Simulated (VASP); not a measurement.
# Ge (Cmcm) in VASP: single point with PBEsol

Aim: the single point of Ge with PBEsol.

All numbers are computed with VASP 6.6.1; they aren't measurements. Logs are shortened: lines on timing, memory, paths and dates and some standing lists are left out, and cuts for length are marked.

## 1. The cell of the first run

It takes space group Cmcm (No. 63, orthorhombic). Conventional cell: a = 2.976 Å, b = 5.189 Å, c = 4.728 Å, α = 90.00°, β = 90.00°, γ = 90.00°. Within 3.9 Å of Ge (site symmetry m2m) lie 12 Ge at 2.92 to 2.99 Å.

## 2. Single point, PBEsol

Input file INCAR:

```
SYSTEM = Ge
  PREC = Accurate
  ENCUT = 520
  EDIFF = 1E-6
  ISMEAR = 0
  SIGMA = 0.1
  LREAL = .False.
  LASPH = .True.
  NELM = 100
  ALGO = Normal
  ISIF = 2
  LWAVE = .False.
  LCHARG = .False.
  GGA = PS
  NBANDS = 21
```

Input file KPOINTS:

```
regular mesh
0
Gamma
  10 10 5
  0 0 0
```

Input file POSCAR:

```
Ge
1.0
    2.9911060000      0.0000000000      0.0000000000
   -1.5105156329      2.5816772893      0.0000000000
    0.0000000000      0.0000000000      4.7275960000
Ge
2
Direct
    0.6665533700      0.3334466300      0.2500000000
    0.3334466300      0.6665533700      0.7500000000
```

Potentials or basis: VASP PAW PBE potentials, release 64 (Ge_d).

Run with:

```
> cat potpaw_PBE.64/Ge_d/POTCAR > POTCAR
> mpirun -np 1 vasp_std > vasp.out
```

OUTCAR:

```text
SYSTEM = Ge
   PREC = Accurate
   ENCUT = 520
   EDIFF = 1E-6
   ISMEAR = 0
   LREAL = .False.
   LASPH = .True.
   NELM = 100
   ISIF = 2
   GGA = PS

 ion  position               nearest neighbor table
   1  0.667  0.333  0.250-
   2  0.333  0.667  0.750-

  LATTYP: Found a base centered orthorhombic cell.
 ALAT       =     2.9761057544
 B/A-ratio  =     1.7436809982
 C/A-ratio  =     1.5885174756

  Lattice vectors:

 A1 = (   2.9911060000,   0.0000000000,   0.0000000000)
 A2 = (  -1.5105156329,   2.5816772893,   0.0000000000)
 A3 = (   0.0000000000,   0.0000000000,   4.7275960000)

Analysis of symmetry for initial positions (statically):
=====================================================================
 Subroutine PRICEL returns:
 Original cell was already a primitive cell.

 Routine SETGRP: Setting up the symmetry group for a
 base centered orthorhombic supercell.

 Subroutine GETGRP returns: Found  8 space group operations
 (whereof  4 operations were pure point group operations)
 out of a pool of  8 trial point group operations.

The static configuration has the point symmetry C_2h.
 The point group associated with its full space group is D_2h.

Analysis of symmetry for dynamics (positions and initial velocities):
=====================================================================
 Subroutine PRICEL returns:
 Original cell was already a primitive cell.

 Routine SETGRP: Setting up the symmetry group for a
 base centered orthorhombic supercell.

 Subroutine GETGRP returns: Found  8 space group operations
 (whereof  4 operations were pure point group operations)
 out of a pool of  8 trial point group operations.

The dynamic configuration has the point symmetry C_2h.
 The point group associated with its full space group is D_2h.

 Subroutine INISYM returns: Found  8 space group operations
 (whereof  4 operations are pure point group operations),
 and found     1 'primitive' translations

----------------------------------------------------------------------------------------

                                     Primitive cell

  volume of cell :      36.5068

  direct lattice vectors                    reciprocal lattice vectors
     2.991106000  0.000000000  0.000000000     0.334324494  0.195610186  0.000000000
    -1.510515633  2.581677289  0.000000000     0.000000000  0.387345081  0.000000000
     0.000000000  0.000000000  4.727596000     0.000000000  0.000000000  0.211523997

  length of vectors
     2.991106000  2.991106000  4.727596000     0.387345081  0.387345081  0.211523997

  position of ions in fractional coordinates (direct lattice)
     0.666553370  0.333446630  0.250000000
     0.333446630  0.666553370  0.750000000

  ion indices of the primitive-cell ions
   primitive index   ion index
                 1           1
                 2           2

----------------------------------------------------------------------------------------

 KPOINTS: regular mesh

Automatic generation of k-mesh.
 Grid dimensions read from file:
 generate k-points for:   10   10    5

 Generating k-lattice:

  Cartesian coordinates                     Fractional coordinates (reciprocal lattice)
     0.033432449  0.019561019  0.000000000     0.100000000  0.000000000  0.000000000
     0.000000000  0.038734508  0.000000000     0.000000000  0.100000000  0.000000000
     0.000000000  0.000000000  0.042304799     0.000000000  0.000000000  0.200000000

  Length of vectors
     0.038734508  0.038734508  0.042304799

  Shift w.r.t. Gamma in fractional coordinates (k-lattice)
     0.000000000  0.000000000  0.000000000

 Subroutine IBZKPT returns following result:
 ===========================================

 Found     93 irreducible k-points:

 Following reciprocal coordinates:
            Coordinates               Weight
  0.000000  0.000000  0.000000      1.000000
  0.100000  0.000000  0.000000      4.000000
  0.200000  0.000000  0.000000      4.000000
  0.300000  0.000000  0.000000      4.000000
  0.400000  0.000000  0.000000      4.000000
  0.500000  0.000000  0.000000      2.000000
[... 16 lines left out ...]
  0.300000  0.300000  0.000000      2.000000
  0.400000  0.300000  0.000000      4.000000
 [... further k-points ...]
   k-points           NKPTS =     93   k-points in BZ     NKDIM =     93   number of bands    NBANDS=     21
   number of dos      NEDOS =    301   number of ions     NIONS =      2
   total plane-waves  NPLWV =  20736
   dimension x,y,z NGX =    24 NGY =   24 NGZ =   36
   dimension x,y,z NGXF=    48 NGYF=   48 NGZF=   72
   ions per type =               2
   NGX,Y,Z   is equivalent  to a cutoff of  13.34, 13.34, 12.66 a.u.
   NGXF,Y,Z  is equivalent  to a cutoff of  26.68, 26.68, 25.32 a.u.
 SYSTEM =  Ge
   PREC   = accura    normal or accurate (medium, high low for compatibility)
   ISTART =      0    job   : 0-new  1-cont  2-samecut
   ICHARG =      2    charge: 1-file 2-atom 10-const
   ISPIN  =      1    spin polarized calculation?
   LNONCOLLINEAR =      F non collinear calculations
   LSORBIT =      F    spin-orbit coupling
   LASPH  =      T    aspherical Exc in radial PAW
   ENCUT  =  520.0 eV  38.22 Ry    6.18 a.u.   5.56  5.56  8.79*2*pi/ulx,y,z
   NELM   =    100;   NELMIN=  2; NELMDL= -5     # of ELM steps
   EDIFF  = 0.1E-05   stopping-criterion for ELM
   LREAL  =      F    real-space projection
   EDIFFG = 0.1E-04   stopping-criterion for IOM
   NSW    =      0    number of steps for IOM
   IBRION =     -1    ionic relax: 0-MD 1-quasi-New 2-CG
   NFREE  =      0    steps in history (QN), initial steepest desc. (CG)
   ISIF   =      2    stress and relaxation
   ISYM   =      2    0-nonsym 1-usesym 2-fastsym
   POTIM  = 0.5000    time-step for ionic-motion
   TEBEG  =    0.0;   TEEND  =   0.0 temperature during run
   PSTRESS=    0.0 pullay stress
   NELECT =      28.0000    total number of electrons
   NUPDOWN=      -1.0000    fix difference up-down
   EMIN   =  10.00;   EMAX   =-10.00  energy-range for DOS
   EFERMI =   0.00;   METHOD = LEGACY
   ISMEAR =     0;   SIGMA  =   0.10  broadening in eV -4-tet -1-fermi 0-gaus
   EFERMI_NEDOS =   21; number of points for ismear=-14 and -15
   IALGO  =     38    algorithm
   IMIX   =      4    mixing-type and parameters
     AMIX     =   0.40;   BMIX     =  1.00
     AMIX_MAG =   1.60;   BMIX_MAG =  1.00
  volume/ion in A,a.u.               =      18.25       123.18
  Fermi-wavevector in a.u.,A,eV,Ry     =   1.498544  2.831837 30.553703  2.245634
  Thomas-Fermi vector in A             =   2.610289
   LORBIT       =      0    0 simple, 1 ext, 2 COOP (PROOUT), +10 PAW based schemes
   GGA     = PS    functional components
   LHFCALC =     F    Hartree Fock is set to
   AEXX    =    0.0000 exact exchange contribution
   IVDW    =     0    specifies the selected vdW correction
   LEPSILON=     F    determine dielectric tensor
   LRPA    =     F    only Hartree local field effects (RPA)
 non-spin polarized calculation
 Gauss-broadening in eV      SIGMA  =   0.10
  energy-cutoff  :      520.00
  volume of cell :       36.51
 maximum number of plane-waves:      1004
 NGX is ok and might be reduce to    24
   NGX = 11   NGY = 11   NGZ = 17

 number of electron      28.0000012 magnetization

 Free energy of the ion-electron system (eV)
  ---------------------------------------------------
  ext. energy  EPLUGINS =         0.00000000
  ---------------------------------------------------
  free energy    TOTEN  =        -9.28885172 eV

  energy without entropy =       -9.28128744  energy(sigma->0) =       -9.28506958

 E-fermi :   7.0501     XC(G=0): -11.6063

 val. band max:        7.0485557911   @ k =   0.3000   0.3000   0.0000
 cond. band min:       7.0724747367   @ k =   0.2000   0.1000   0.4000
 fundamental gap:      0.0239189456
 Fermi energy:         7.0501495491

 k-point     1 :       0.0000    0.0000    0.0000
  band No.  band energies     occupation
      1     -17.6634      2.00000
      2     -17.6516      2.00000
      3     -17.6507      2.00000
      4     -17.6479      2.00000
      5     -17.6423      2.00000
      6     -17.6390      2.00000
[... 13 lines left out ...]
     20      19.8238      0.00000
     21      21.0995      0.00000

 k-point     2 :       0.1000    0.0000    0.0000
  band No.  band energies     occupation
      1     -17.6652      2.00000
      2     -17.6559      2.00000
      3     -17.6422      2.00000
      4     -17.6388      2.00000
      5     -17.6357      2.00000
      6     -17.6340      2.00000
[... 13 lines left out ...]
     20      19.9962      0.00000
     21      21.2104      0.00000

 k-point     3 :       0.2000    0.0000    0.0000
  band No.  band energies     occupation
      1     -17.6802      2.00000
      2     -17.6496      2.00000
      3     -17.6448      2.00000
      4     -17.6425      2.00000
      5     -17.6334      2.00000
      6     -17.6195      2.00000
[... 13 lines left out ...]
     20      19.8488      0.00000
     21      21.0613      0.00000

 k-point     4 :       0.3000    0.0000    0.0000
  band No.  band energies     occupation
      1     -17.6971      2.00000
      2     -17.6603      2.00000
      3     -17.6525      2.00000
      4     -17.6494      2.00000
      5     -17.6206      2.00000
      6     -17.5918      2.00000
[... 13 lines left out ...]
     20      18.8865      0.00000
     21      20.3801      0.00000

 k-point     5 :       0.4000    0.0000    0.0000
  band No.  band energies     occupation
      1     -17.7099      2.00000
      2     -17.6743      2.00000
      3     -17.6600      2.00000
      4     -17.6526      2.00000
      5     -17.6079      2.00000
      6     -17.6004      2.00000
[... 13 lines left out ...]
     20      18.3305      0.00000
     21      19.8915      0.00000

 k-point     6 :       0.5000    0.0000    0.0000
  band No.  band energies     occupation
      1     -17.7147      2.00000
      2     -17.6799      2.00000
      3     -17.6628      2.00000
      4     -17.6542      2.00000
      5     -17.6041      2.00000
      6     -17.6029      2.00000
[... 13 lines left out ...]
     20      18.1403      0.00000
     21      19.7007      0.00000

 k-point     7 :       0.1000    0.1000    0.0000
  band No.  band energies     occupation
      1     -17.6651      2.00000
      2     -17.6638      2.00000
      3     -17.6421      2.00000
      4     -17.6392      2.00000
      5     -17.6315      2.00000
      6     -17.6279      2.00000
[... 13 lines left out ...]
     20      18.7794      0.00000
     21      19.8475      0.00000
[... 291 lines left out ...]
      1     -17.6737      2.00000
      2     -17.6668      2.00000
      3     -17.6653      2.00000
      4     -17.6475      2.00000
      5     -17.6135      2.00000
      6     -17.6006      2.00000
[... 13 lines left out ...]
     20      19.3321      0.00000
     21      20.2100      0.00000

 k-point    21 :      -0.3000    0.2000    0.0000
  band No.  band energies     occupation
      1     -17.6821      2.00000
      2     -17.6565      2.00000
      3     -17.6551      2.00000
      4     -17.6459      2.00000
      5     -17.6281      2.00000
      6     -17.6081      2.00000
[... 13 lines left out ...]
     20      17.7628      0.00000
     21      20.6343      0.00000

 k-point    22 :      -0.2000    0.2000    0.0000
  band No.  band energies     occupation
      1     -17.6825      2.00000
      2     -17.6502      2.00000
      3     -17.6449      2.00000
      4     -17.6416      2.00000
      5     -17.6353      2.00000
      6     -17.6179      2.00000
[... 13 lines left out ...]
     20      19.8579      0.00000
     21      21.1813      0.00000

 k-point    23 :       0.3000    0.3000    0.0000
  band No.  band energies     occupation
      1     -17.6978      2.00000
      2     -17.6471      2.00000
      3     -17.6437      2.00000
      4     -17.6362      2.00000
      5     -17.6190      2.00000
      6     -17.6047      2.00000
[... 13 lines left out ...]
     20      22.4688      0.00000
     21      23.0362      0.00000

 k-point    24 :       0.4000    0.3000    0.0000
  band No.  band energies     occupation
      1     -17.6975      2.00000
      2     -17.6467      2.00000
      3     -17.6429      2.00000
      4     -17.6351      2.00000
      5     -17.6197      2.00000
      6     -17.6063      2.00000
[... 13 lines left out ...]
     20      22.6011      0.00000
     21      23.2027      0.00000

 [... further k-points ...]
[... 5 lines left out ...]
  --------------------------------------------------------------------------------------
  -------------------------------------------------------------------------------------
  Total        0.1942450      0.1247182     -0.3646148     -0.0594154     -0.0000000      0.0000000
  in kB        8.5248403      5.4735149    -16.0018692     -2.6075657     -0.0000000      0.0000000
  external PRESSURE =      -0.6678380 kB  Pullay stress =       0.0000000 kB

 VOLUME and BASIS-vectors are now :
 -----------------------------------------------------------------------------
  energy-cutoff  :      520.00
  volume of cell :       36.51
      direct lattice vectors                 reciprocal lattice vectors
     2.991106000  0.000000000  0.000000000     0.334324494  0.195610186  0.000000000
    -1.510515633  2.581677289  0.000000000     0.000000000  0.387345081  0.000000000
     0.000000000  0.000000000  4.727596000     0.000000000  0.000000000  0.211523997

 POSITION                                       TOTAL-FORCE (eV/Angst)
 -----------------------------------------------------------------------------------
      1.49006      0.86085      1.18190        -0.004102      0.002352     -0.000000
     -0.00947      1.72083      3.54570         0.004102     -0.002352      0.000000
 -----------------------------------------------------------------------------------
    total drift:                                0.000000     -0.000000      0.000000

  FREE ENERGIE OF THE ION-ELECTRON SYSTEM (eV)
  ---------------------------------------------------
  free  energy   TOTEN  =        -9.2888517185 eV

  energy  without entropy=       -9.2812874418  energy(sigma->0) =       -9.28506958
```

Wall time 25 s (1 thread of AMD EPYC 9R45 (Zen 5), shared host); peak memory 0.16 GiB.

Results:

- Free energy: -9.2889 eV
- Pressure: -0.1 GPa
- Largest force: 0.005 eV/Å
- Band gap on the k mesh: zero (band 14 reaches 13.73 eV, above the bottom of band 15 at 4.55 eV)

Forces in eV/Å, atoms in the order of the input:
```
Ge  -0.004  0.002  0.000
Ge   0.004 -0.002  0.000
```

Levels at points of the mesh, in eV from the Fermi level:
| k point | band 11 | band 12 | band 13 | band 14 | band 15 | band 16 | band 17 | band 18 |
| --- | --- | --- | --- | --- | --- | --- | --- | --- |
| (0.00, 0.00, 0.00) | -13.50 | -7.61 | -5.67 | 6.47 | 6.59 | 8.55 | 8.67 | 9.97 |
| (0.50, 0.00, 0.00) | -8.57 | -7.24 | -2.40 | -1.40 | -1.02 | 1.30 | 2.30 | 6.30 |
| (0.50, 0.50, 0.00) | -8.64 | -7.29 | -2.44 | -1.42 | -1.08 | 1.26 | 2.46 | 6.44 |

Caveat: the PAW data sets were made with another functional, which shifts forces and pressure a little.
